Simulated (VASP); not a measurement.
Input of a VASP 6.6.1 run:

The input INCAR:

```
PREC = Accurate
ENCUT = 630
EDIFF = 1E-6
ISMEAR = 0
SIGMA = 0.1
LREAL = F
LASPH = T
NELM = 120
ALGO = Normal
ISIF = 2
LWAVE = F
LCHARG = T
GGA = CA
LELF = T
LVHAR = T
NBANDS = 16
GGA_COMPAT = F
```

The input KPOINTS:

```
regular mesh
0
Gamma
  8 8 8
```

Contents of POSCAR:

```
Cd
1.0
    0.0000000000      2.0260463383      2.0260463383
    2.0260463383      0.0000000000      2.0260463383
    2.0260463383      2.0260463383      0.0000000000
Cd
1
Direct
    0.0000000000      0.0000000000      0.0000000000
```

Potentials or basis: VASP PAW LDA potentials, release 64 (Cd_sv_GW).

Command:

```bash
$ cat potpaw_LDA.64/Cd_sv_GW/POTCAR > POTCAR
$ mpirun -np 1 vasp_std > vasp.out
```

Estimate the pressure.

20.2 GPa.

What does it give for the band gap on the k mesh?

Zero (bands 10 and 11 overlap by 3.06 eV).

Caveat: the cell stands under pressure.
